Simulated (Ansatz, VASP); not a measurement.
## Rh in VASP and in Ansatz

```
CELL_PARAMETERS angstrom
0.00000 1.90155 1.93007
1.90155 0.00000 1.93007
1.90155 1.90155 0.00000
ATOMIC_POSITIONS crystal
Rh 0.00000 0.00000 0.00000
```

Change from the starting cell: strain +0.000 along x and y, +0.015 along z, atoms carried along.

Alike in both runs: task single point; functional PBEsol; k mesh 22 × 22 × 22; occupations gaussian, width 0.15 eV; no spin polarisation.

|  | VASP | Ansatz |
| --- | --- | --- |
| version | VASP 6.6.1 | Ansatz 0.2.0 |
| potentials or method | VASP PAW PBE potentials, release 64 (Rh_pv), cutoff 520 eV | scalar-relativistic, plane waves, PAW |
| valence electrons in the cell | 15 | 17 |

VASP gave:

```
gap on the k mesh at the Fermi level (eV)                     : none
pressure (GPa)                                                : -9.0
traceless stress, the component that is largest in VASP (GPa) : -2.37
```

Task: What did Ansatz give for the same quantities?

Result: gap on the k mesh at the Fermi level (eV): none; pressure (GPa): -8.9; traceless stress, the component that is largest in VASP (GPa): -2.38.

VASP's potentials were made for PBE, not for PBEsol. A gap of «none» marks a metal or a gap that the smearing closes. VASP's potentials hold 15 valence electrons a cell and Ansatz's 17, so a difference there can come from the potentials and not from the codes.
